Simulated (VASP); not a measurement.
**MgO: single point with PBE**

MgO:

```
Mg O
1.0
     0.00000    2.09700    2.09700
     2.09700    0.00000    2.09700
     2.09700    2.09700    0.00000
Mg O
1 1
Direct
  0.00000 0.00000 0.00000
  0.50000 0.50000 0.50000
```

```
Program                : VASP 6.6.1
Task                   : single point
Functional             : PBE
Potentials or basis    : VASP PAW PBE potentials, release 64 (Mg, O)
Cutoff                 : 520 eV
k mesh                 : 11 × 11 × 11
Occupations            : gaussian, width 0.025 eV
Spin                   : no spin polarisation
Dipole correction      : no
Further INCAR settings : ALGO = Normal; EDIFF = 1e-06; NBANDS = 11
```

* Pressure: 6.2 GPa
* Band gap on the k mesh: 4.85 eV, direct

Levels at points of the mesh, in eV from the valence-band top:
| k point | band 1 | band 2 | band 3 | band 4 | band 5 | band 6 | band 7 | band 8 | band 9 |
| --- | --- | --- | --- | --- | --- | --- | --- | --- | --- |
| (0.00, 0.00, 0.00) | -17.33 | 0.00 | 0.00 | 0.00 | 4.85 | 15.87 | 15.87 | 15.87 | 19.82 |

Wall time 13 s on 1 thread of Intel(R) Xeon(R) Platinum 8259CL CPU @ 2.50GHz (Skylake/Cascade Lake), on a shared host, peak memory 0.14 GiB.
